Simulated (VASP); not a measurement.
# Mg5Cd3O8 (P1) in VASP: single point with PBEsol

Aim: the single point of Mg5Cd3O8 with PBEsol.

All numbers are computed with VASP 6.6.1; they aren't measurements. Logs are shortened: lines on timing, memory, paths and dates and some standing lists are left out, and cuts for length are marked.

## Step 1: The cell of the first run

The typed cell holds 128 atoms: a = 12.508 Å, b = 12.508 Å, c = 12.508 Å, α = 60.00°, β = 60.00°, γ = 60.00°.

## Step 2: Single point, PBEsol

INCAR

```
SYSTEM = Mg5Cd3O8
  PREC = Accurate
  ENCUT = 700
  EDIFF = 1E-6
  ISMEAR = -1
  SIGMA = 0.05
  LREAL = Auto
  LASPH = .True.
  NELM = 120
  ALGO = Normal
  ISIF = 2
  LWAVE = .False.
  LCHARG = .False.
  GGA = PS
  NBANDS = 446
  GGA_COMPAT = .False.
  ISYM = -1
  KPAR = 1
```

KPOINTS

```
explicit points
1
Reciprocal
  0.50000000   0.50000000   0.50000000 1
```

POSCAR

```
Mg5Cd3O8
1.0
    0.0000000000      8.8445369996      8.8445369996
    8.8445369996      0.0000000000      8.8445369996
    8.8445369996      8.8445369996      0.0000000000
O Cd Mg
64 24 40
Direct
    0.3703430000      0.1180400000      0.1313290000
    0.8841540000      0.1167730000      0.1323630000
    0.1180030000      0.3697290000      0.3964890000
    0.3807530000      0.6333830000      0.1172150000
    0.3792100000      0.1159420000      0.6229680000
    0.6112860000      0.3887670000      0.3757030000
[... 120 lines left out ...]
    0.4982730000      0.2541740000      0.7492560000
    0.4999620000      0.7489080000      0.7519250000
```

Potentials or basis: VASP PAW PBE potentials, release 64 (O, Cd, Mg).

Launch:

```console
$ cat potpaw_PBE.64/O/POTCAR potpaw_PBE.64/Cd/POTCAR potpaw_PBE.64/Mg/POTCAR > POTCAR
$ mpirun -np 4 vasp_std > vasp.out
```

OUTCAR:

```text
SYSTEM = Mg5Cd3O8
   PREC = Accurate
   ENCUT = 700
   EDIFF = 1E-6
   ISMEAR = -1
   LREAL = Auto
   LASPH = .True.
   NELM = 120
   ISIF = 2
   GGA = PS
   ISYM = -1

 ion  position               nearest neighbor table
   1  0.370  0.118  0.131- 110 2.11 100 2.21  99 2.21  66 2.25  69 2.26  77 2.34
   2  0.884  0.117  0.132-  98 2.14  78 2.25  65 2.27  76 2.27  70 2.29  72 2.39
   3  0.118  0.370  0.396-  91 2.12 112 2.13 103 2.13  69 2.32  79 2.35  73 2.36
   4  0.381  0.633  0.117- 113 2.09  92 2.19 101 2.19  89 2.20 104 2.20  79 2.31
   5  0.379  0.116  0.623-  90 2.09 114 2.17 106 2.19 103 2.20 115 2.24  71 2.28
   6  0.611  0.389  0.376-  93 2.09 104 2.13 116 2.22 115 2.24  70 2.28  74 2.34
[... 145 lines left out ...]
                            96 3.07  77 3.08  80 3.09 128 3.09  87 3.10 119 3.11 120 3.12 127 3.12
 109  0.748  0.748  0.507-  27 2.12  31 2.15  14 2.15  60 2.16  12 2.22  61 2.25  97 3.03 120 3.03
                           128 3.08  90 3.10  91 3.11 118 3.11  78 3.13  85 3.14  80 3.15  87 3.15
 110  0.252  0.998  0.248-  58 2.10  49 2.10   1 2.11  38 2.21   9 2.22  33 2.29  98 3.07  81 3.10
                            92 3.11 126 3.12 100 3.12 122 3.12  66 3.14  75 3.14  99 3.14  68 3.17
 111  0.001  0.753  0.995-  42 2.09  51 2.11  64 2.19  45 2.19  15 2.20   7 2.27  88 3.05  65 3.05
                            67 3.06 102 3.08 121 3.09  96 3.09 123 3.14  73 3.15 105 3.15  86 3.16
 112  0.999  0.249  0.505-   3 2.13  44 2.18   8 2.18  52 2.18  33 2.21  56 2.23 124 3.03  95 3.07
                           102 3.09 103 3.13  82 3.13  91 3.13  87 3.14 122 3.16  68 3.16  69 3.16
 113  0.501  0.750  0.999-   4 2.09  16 2.18  54 2.19  47 2.19  38 2.19  63 2.20  89 3.06  97 3.09
                           101 3.09 104 3.09  84 3.09 105 3.09  66 3.10 106 3.10 128 3.10 126 3.10
 114  0.251  0.999  0.749-  46 2.09  39 2.11   5 2.17  15 2.19  52 2.20  63 2.22  90 3.06  96 3.07
                           103 3.08  82 3.09 101 3.10 102 3.10 106 3.10 128 3.12  65 3.13  81 3.15
 115  0.494  0.253  0.505-  53 2.08  35 2.11  40 2.16  55 2.21   5 2.24   6 2.24  71 3.00 125 3.07
                           127 3.09  93 3.09 103 3.09  74 3.13  70 3.13 106 3.14  85 3.16  90 3.18
 116  0.746  0.505  0.249-  41 2.07  36 2.09  54 2.19   7 2.20   6 2.22  56 2.28 126 3.06  94 3.08
                           104 3.10 105 3.10  93 3.11  84 3.13  70 3.13  87 3.15  67 3.16  73 3.18
 117  0.750  0.997  0.754-  43 2.08  64 2.17  48 2.21  16 2.22   8 2.25  55 2.26 121 3.05  66 3.07
                           105 3.08  85 3.12  68 3.13  74 3.14  88 3.15  95 3.15 102 3.15 106 3.16
 118  0.000  0.745  0.503-  61 2.08  37 2.09  14 2.18  57 2.19  48 2.26   9 2.26 107 3.03  91 3.06
                           125 3.10 109 3.11  98 3.14  97 3.14  75 3.14  86 3.14  68 3.15  88 3.16
 119  0.253  0.499  0.748-  59 2.09  10 2.10  11 2.10  40 2.18  57 2.23  45 2.24 127 3.06 123 3.08
                            93 3.09 125 3.10  75 3.11  71 3.11  88 3.11 108 3.11  99 3.12  67 3.15
 120  0.750  0.503  0.747-  60 2.08  13 2.10  62 2.13  14 2.17  44 2.22  47 2.22 109 3.03  91 3.05
                            97 3.06 107 3.09  87 3.10 128 3.10  89 3.10 108 3.12  95 3.13  84 3.13
 121  0.751  0.997  0.997-  64 2.07  50 2.11  42 2.12  43 2.20  24 2.21  28 2.21 117 3.05 105 3.06
                            66 3.07 111 3.09 102 3.09  94 3.12  65 3.12 100 3.13  95 3.14  77 3.16
 122  0.003  0.249  0.250-  33 2.10  56 2.12  49 2.12  20 2.12  36 2.13  17 2.25 110 3.12  76 3.13
                            99 3.13  73 3.14  69 3.14  98 3.14 112 3.16  68 3.18  74 3.18  67 3.19
 123  0.254  0.504  0.992-  45 2.07  34 2.09  51 2.12  59 2.18  30 2.19  17 2.22  96 3.02 108 3.04
                           119 3.08  89 3.10  99 3.11 101 3.12  77 3.12  67 3.13 111 3.14  73 3.17
 124  0.000  0.252  0.745-  52 2.08  44 2.09  62 2.12  39 2.12  22 2.19  28 2.25 112 3.03 103 3.03
                            91 3.05 102 3.08  95 3.10 107 3.11 120 3.13  72 3.14  71 3.15 114 3.15
 125  0.250  0.499  0.501-  53 2.07  37 2.09  57 2.09  40 2.19  23 2.20  22 2.22  71 3.05 115 3.07
                           107 3.09  93 3.09  79 3.09  75 3.10 118 3.10 103 3.10 119 3.10 104 3.11
 126  0.501  0.749  0.248-  54 2.08  38 2.09  58 2.12  41 2.12  24 2.20  23 2.22 104 3.04 116 3.06
                           105 3.07  92 3.08  66 3.09 100 3.10  94 3.10 113 3.10 110 3.12  93 3.12
 127  0.498  0.254  0.749-  26 2.09  25 2.10  55 2.10  59 2.18  40 2.20  43 2.24  77 3.04 119 3.06
                           115 3.09  99 3.09  74 3.10  93 3.11  71 3.12 108 3.12  95 3.14 117 3.18
 128  0.500  0.749  0.752-  47 2.08  46 2.10  31 2.10  60 2.11  63 2.13  30 2.16  89 2.99 101 3.05
                            96 3.05  97 3.06  90 3.07 106 3.07 109 3.08 108 3.09 113 3.10 120 3.10

IMPORTANT INFORMATION: All symmetrisations will be switched off!
NOSYMM: (Re-)initialisation of all symmetry stuff for point group C_1.

----------------------------------------------------------------------------------------

                                     Primitive cell

  volume of cell :    1383.7426

  direct lattice vectors                    reciprocal lattice vectors
     0.000000000  8.844537000  8.844537000    -0.056532072  0.056532072  0.056532072
     8.844537000  0.000000000  8.844537000     0.056532072 -0.056532072  0.056532072
     8.844537000  8.844537000  0.000000000     0.056532072  0.056532072 -0.056532072

  length of vectors
    12.508064178 12.508064178 12.508064178     0.097916420  0.097916420  0.097916420

  position of ions in fractional coordinates (direct lattice)
     0.370343000  0.118040000  0.131329000
     0.884154000  0.116773000  0.132363000
     0.118003000  0.369729000  0.396489000
     0.380753000  0.633383000  0.117215000
     0.379210000  0.115942000  0.622968000
     0.611286000  0.388767000  0.375703000
[... 120 lines left out ...]
     0.498273000  0.254174000  0.749256000
     0.499962000  0.748908000  0.751925000

  ion indices of the primitive-cell ions
   primitive index   ion index
                 1           1
                 2           2
                 3           3
                 4           4
                 5           5
                 6           6
[... 67 lines left out ...]
                74          74
                75          75
   k-points           NKPTS =      1   k-points in BZ     NKDIM =      1   number of bands    NBANDS=    448
   number of dos      NEDOS =    301   number of ions     NIONS =    128
   total plane-waves  NPLWV = ******
   dimension x,y,z NGX =   108 NGY =  108 NGZ =  108
   dimension x,y,z NGXF=   216 NGYF=  216 NGZF=  216
   ions per type =              64  24  40
   NGX,Y,Z   is equivalent  to a cutoff of  14.35, 14.35, 14.35 a.u.
   NGXF,Y,Z  is equivalent  to a cutoff of  28.71, 28.71, 28.71 a.u.
 SYSTEM =  Mg5Cd3O8
   PREC   = accura    normal or accurate (medium, high low for compatibility)
   ISTART =      0    job   : 0-new  1-cont  2-samecut
   ICHARG =      2    charge: 1-file 2-atom 10-const
   ISPIN  =      1    spin polarized calculation?
   LNONCOLLINEAR =      F non collinear calculations
   LSORBIT =      F    spin-orbit coupling
   LASPH  =      T    aspherical Exc in radial PAW
   ENCUT  =  700.0 eV  51.45 Ry    7.17 a.u.  26.98 26.98 26.98*2*pi/ulx,y,z
   NELM   =    120;   NELMIN=  2; NELMDL= -5     # of ELM steps
   EDIFF  = 0.1E-05   stopping-criterion for ELM
   LREAL  =      T    real-space projection
   EDIFFG = 0.1E-04   stopping-criterion for IOM
   NSW    =      0    number of steps for IOM
   IBRION =     -1    ionic relax: 0-MD 1-quasi-New 2-CG
   NFREE  =      0    steps in history (QN), initial steepest desc. (CG)
   ISIF   =      2    stress and relaxation
   ISYM   =     -1    0-nonsym 1-usesym 2-fastsym
   POTIM  = 0.5000    time-step for ionic-motion
   TEBEG  =    0.0;   TEEND  =   0.0 temperature during run
   PSTRESS=    0.0 pullay stress
   NELECT =     752.0000    total number of electrons
   NUPDOWN=      -1.0000    fix difference up-down
   EMIN   =  10.00;   EMAX   =-10.00  energy-range for DOS
   EFERMI =   0.00;   METHOD = LEGACY
   ISMEAR =    -1;   SIGMA  =   0.05  broadening in eV -4-tet -1-fermi 0-gaus
   EFERMI_NEDOS =   21; number of points for ismear=-14 and -15
   IALGO  =     38    algorithm
   IMIX   =      4    mixing-type and parameters
     AMIX     =   0.40;   BMIX     =  1.00
     AMIX_MAG =   1.60;   BMIX_MAG =  1.00
  volume/ion in A,a.u.               =      10.81        72.95
  Fermi-wavevector in a.u.,A,eV,Ry     =   1.335967  2.524611 24.283779  1.784807
  Thomas-Fermi vector in A             =   2.464630
   LORBIT       =      0    0 simple, 1 ext, 2 COOP (PROOUT), +10 PAW based schemes
   GGA     = PS    functional components
   LHFCALC =     F    Hartree Fock is set to
   AEXX    =    0.0000 exact exchange contribution
   IVDW    =     0    specifies the selected vdW correction
   LEPSILON=     F    determine dielectric tensor
   LRPA    =     F    only Hartree local field effects (RPA)
 non-spin polarized calculation
  energy-cutoff  :      700.00
  volume of cell :     1383.74
 maximum number of plane-waves:     58166
 NGX is ok and might be reduce to   108
   NGX = 53   NGY = 53   NGZ = 53

 number of electron     752.0000019 magnetization

 Free energy of the ion-electron system (eV)
  ---------------------------------------------------
  ext. energy  EPLUGINS =         0.00000000
  ---------------------------------------------------
  free energy    TOTEN  =      -695.69095298 eV

  energy without entropy =     -695.69095298  energy(sigma->0) =     -695.69095298

 E-fermi :   4.0774     XC(G=0): -11.5489

 val. band max:        2.8437297174   @ k =   0.5000   0.5000   0.5000
 cond. band min:       5.2613606962   @ k =   0.5000   0.5000   0.5000
 fundamental gap:      2.4176309788
 Fermi energy:         4.0773673588

 k-point     1 :       0.5000    0.5000    0.5000
  band No.  band energies     occupation
      1     -14.5900      2.00000
      2     -14.5607      2.00000
      3     -14.3347      2.00000
      4     -14.3017      2.00000
      5     -14.2719      2.00000
      6     -14.2685      2.00000
[... 380 lines left out ...]
    387       7.6054      0.00000
    388       7.7944      0.00000
 [bands above 388 left out]

------------------------ aborting loop because EDIFF is reached ----------------------------------------

  FORCE on cell =-STRESS in cart. coord.  units (eV):
  Direction    XX          YY          ZZ          XY          YZ          ZX
  --------------------------------------------------------------------------------------
  -------------------------------------------------------------------------------------
  Total        2.4097505      2.5133503      4.8362184      2.1203784     -3.1822069     -2.8125516
  in kB        2.7901488      2.9101026      5.5996539      2.4550970     -3.6845435     -3.2565352
  external PRESSURE =       3.7666351 kB  Pullay stress =       0.0000000 kB

 VOLUME and BASIS-vectors are now :
 -----------------------------------------------------------------------------
  energy-cutoff  :      700.00
  volume of cell :     1383.74
      direct lattice vectors                 reciprocal lattice vectors
     0.000000000  8.844537000  8.844537000    -0.056532072  0.056532072  0.056532072
     8.844537000  0.000000000  8.844537000     0.056532072 -0.056532072  0.056532072
     8.844537000  8.844537000  0.000000000     0.056532072  0.056532072 -0.056532072

 POSITION                                       TOTAL-FORCE (eV/Angst)
 -----------------------------------------------------------------------------------
      2.20555      4.43706      4.31952         0.000436      0.003154     -0.071755
      2.20349      8.99062      8.85274         0.004288      0.069884      0.006897
      6.77684      4.55044      4.31376         0.068341      0.058908     -0.061914
      6.63869      4.40430      8.96956        -0.003440     -0.002736      0.070792
      6.53532      8.86380      4.37939        -0.074049      0.002104     -0.006662
      6.76138      8.72946      8.84501         0.077694     -0.064332      0.002757
[... 120 lines left out ...]
      8.87487     11.03382      6.65505         0.000057     -0.002995      0.003437
     13.27417     11.07236     11.04568        -0.000438      0.001359      0.004490
 -----------------------------------------------------------------------------------
    total drift:                                0.010020     -0.013369     -0.018370

  FREE ENERGIE OF THE ION-ELECTRON SYSTEM (eV)
  ---------------------------------------------------
  free  energy   TOTEN  =      -695.6909529830 eV

  energy  without entropy=     -695.6909529828  energy(sigma->0) =     -695.69095298
```

Wall time 17 min (4 MPI ranks of Intel Xeon Platinum 8175M at 2.50GHz (Skylake/Cascade Lake), shared host); peak memory 0.97 GiB.

What came out:

- Free energy: -695.6910 eV
- Pressure: 0.4 GPa
- Largest force: 0.122 eV/Å
- Band gap on the k mesh: 2.42 eV

Forces in eV/Å, atoms in the order of the input:
```
O    0.000  0.003 -0.072
O    0.004  0.070  0.007
O    0.068  0.059 -0.062
O   -0.003 -0.003  0.071
O   -0.074  0.002 -0.007
O    0.078 -0.064  0.003
O    0.078 -0.064 -0.001
O    0.068  0.066  0.004
O   -0.062 -0.078  0.002
O   -0.005 -0.003  0.083
O    0.003  0.066 -0.082
O   -0.001  0.000 -0.005
O    0.003 -0.079  0.063
O    0.004  0.001  0.000
O   -0.087 -0.001  0.006
O   -0.074 -0.001 -0.003
O   -0.073 -0.006  0.002
O   -0.008  0.076  0.001
O    0.065 -0.068  0.003
O   -0.072 -0.007  0.068
O    0.004  0.067  0.005
O    0.004 -0.078 -0.002
O   -0.080 -0.004 -0.001
O    0.004  0.081 -0.003
O    0.012 -0.005  0.077
O    0.067  0.000 -0.082
O    0.069  0.000 -0.003
O   -0.082 -0.064 -0.002
O    0.066  0.075 -0.010
O   -0.002 -0.002 -0.003
O   -0.004 -0.001 -0.070
O   -0.005 -0.073  0.017
O    0.007 -0.074  0.002
O   -0.009 -0.073  0.069
O    0.062 -0.014 -0.076
O    0.066  0.069  0.003
O    0.087  0.063  0.001
O    0.002  0.068 -0.067
O   -0.067 -0.068  0.008
O    0.003  0.001  0.075
O   -0.065 -0.062 -0.001
O   -0.065 -0.064 -0.074
O   -0.077  0.001  0.063
O    0.000  0.073 -0.001
O   -0.001  0.083  0.070
O    0.068  0.063  0.000
O   -0.001 -0.075 -0.002
O    0.002  0.011 -0.076
O    0.069  0.071  0.001
O   -0.060  0.005 -0.071
O   -0.074 -0.063  0.072
O    0.071  0.002  0.001
O    0.064  0.068 -0.008
O    0.068 -0.001  0.005
O    0.071 -0.002 -0.075
O   -0.074  0.004 -0.004
O   -0.060 -0.001 -0.069
O   -0.060 -0.061  0.067
O    0.001 -0.085 -0.002
O    0.067  0.069  0.002
O   -0.001  0.076  0.004
O   -0.062 -0.062  0.070
O   -0.074 -0.001  0.003
O    0.066 -0.001 -0.003
Cd  -0.005  0.002 -0.021
Cd  -0.019  0.015  0.005
Cd   0.014 -0.017  0.016
Cd  -0.005  0.024 -0.019
Cd   0.021  0.023  0.022
Cd   0.007 -0.026 -0.016
Cd  -0.018 -0.012  0.017
Cd   0.017  0.017 -0.005
Cd   0.004  0.001  0.017
Cd  -0.001 -0.003 -0.016
Cd   0.013  0.005 -0.002
Cd   0.006  0.001  0.009
Cd  -0.009 -0.010  0.002
Cd   0.005  0.012  0.007
Cd   0.009 -0.001 -0.002
Cd  -0.001 -0.007 -0.010
Cd   0.005 -0.007  0.015
Cd  -0.007 -0.004  0.001
Cd  -0.008 -0.020  0.003
Cd  -0.008  0.014 -0.010
Cd   0.016 -0.001  0.003
Cd  -0.014 -0.003 -0.001
Cd  -0.002 -0.006 -0.012
Cd  -0.004  0.014  0.002
Mg   0.001 -0.009  0.005
Mg   0.008  0.004 -0.002
Mg   0.006  0.013 -0.003
Mg   0.002  0.001  0.006
Mg  -0.009 -0.004 -0.010
Mg  -0.004 -0.013  0.006
Mg  -0.005  0.007 -0.002
Mg   0.011  0.008 -0.004
Mg  -0.001 -0.003 -0.004
Mg   0.005  0.011 -0.001
Mg   0.008  0.003  0.002
Mg  -0.008  0.001 -0.001
Mg  -0.010  0.000  0.003
Mg   0.008 -0.002  0.002
Mg   0.011  0.004 -0.003
Mg   0.015  0.001  0.007
Mg   0.006  0.004 -0.002
Mg  -0.012 -0.001  0.002
Mg  -0.008 -0.009  0.003
Mg   0.001  0.004 -0.001
Mg   0.002  0.006 -0.004
Mg  -0.004 -0.004  0.004
Mg   0.005 -0.002  0.004
Mg   0.003  0.006 -0.001
Mg  -0.002  0.003 -0.005
Mg  -0.003 -0.003  0.000
Mg   0.003 -0.007 -0.002
Mg   0.002 -0.006  0.000
Mg   0.008  0.005 -0.001
Mg  -0.012 -0.006 -0.007
Mg  -0.005  0.011 -0.002
Mg  -0.001 -0.006  0.001
Mg  -0.008  0.003 -0.002
Mg  -0.001  0.004 -0.003
Mg  -0.003 -0.006  0.006
Mg  -0.008 -0.008  0.004
Mg  -0.002 -0.002  0.000
Mg  -0.008 -0.003  0.002
Mg   0.000 -0.003  0.003
Mg   0.000  0.001  0.004
```

Caveat: the PAW data sets were made with another functional, which shifts forces and pressure a little; a shifted mesh leaves out Γ, where band edges can lie. A k mesh can miss the band edges.
